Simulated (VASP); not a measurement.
Write the native input for VASP 6.6.1 that does the following.

* Task: relaxation of cell and atoms
* Functional: PBE
* Potentials or basis: VASP PAW PBE potentials, release 64 (Co, O)
* Cutoff: 600 eV
* k mesh: 6 × 6 × 6
* Occupations: gaussian, width 0.1 eV
* Spin: collinear spin, antiferromagnetic start
* Starting moments: [-2.56, 2.56, 0.0, 0.0] μB
* Hubbard terms: Co d U = 3.32 eV
* Dipole correction: no
* Further INCAR settings: ALGO = Normal; EDIFF = 1e-06; IBRION = 2; EDIFFG = -0.05; NSW = 100; ISIF = 3

The structure of CoO lies in POSCAR:

```
CoO
1.0
    1.6022198417      0.9250420569      5.1329417806
   -1.6022198417      0.9250420569      5.1329417806
    0.0000000000     -1.8500841138      5.1329417806
Co O
2 2
Direct
    0.9994877300      0.9994877300      0.9994877300
    0.4994905900      0.4994905900      0.4994905900
    0.3754955300      0.3754955300      0.3754955300
    0.8755255000      0.8755255000      0.8755255000
```

One way to write it, as run:

INCAR

```
  PREC = Accurate
  ENCUT = 600
  EDIFF = 1E-6
  ISMEAR = 0
  SIGMA = 0.1
  LREAL = F
  LASPH = T
  NELM = 150
  ALGO = Normal
  ISIF = 3
  LWAVE = F
  LCHARG = F
  ISPIN = 2
  MAGMOM = -2.56 2.56 0 0
  LORBIT = 11
  LMAXMIX = 4
  LDAU = T
  LDAUTYPE = 2
  LDAUL = 2 -1
  LDAUU = 3.32 0
  LDAUJ = 0 0
  LDAUPRINT = 1
  GGA = PE
  IBRION = 2
  NSW = 100
  EDIFFG = -0.05
```

KPOINTS

```
regular mesh
0
Gamma
  6 6 6
```

Potentials or basis: VASP PAW PBE potentials, release 64 (Co, O).

Run with:

```bash
$ cat potpaw_PBE.64/Co/POTCAR potpaw_PBE.64/O/POTCAR > POTCAR
$ mpirun -np 1 vasp_std > vasp.out
```

Results of the run:

| Property | Result |
| --- | --- |
| Relaxed volume | 12.07 Å³/atom |
| Relaxed cell | a = 5.571 Å, b = 5.571 Å, c = 5.571 Å, α = 34.03°, β = 34.03°, γ = 34.03° |
| Space group after relaxing (to 0.05 Å) | R3m (No. 160) |
| Energy gained by relaxing | 16.1 meV/atom |
| Ionic steps | 3 |
| Pressure after relaxing | 0.1 GPa |
| Largest force after relaxing | 0.029 eV/Å |
| Band gap on the k mesh | 1.08 eV |
| Net moment | 0.00 μB per cell |
| Site moments | Co -2.63, +2.63; O -0.08, +0.08 μB |
| Valence electrons inside the program's atomic spheres | Co 7.92; O 5.01 |

Caveat: the relaxation stopped at a loose force limit of 0.05 eV/Å, so its end isn't a converged minimum.

Run time: 5.9 min on 1 thread of Intel(R) Xeon(R) Platinum 8488C (Sapphire Rapids), on a shared host, peak memory 0.43 GiB.
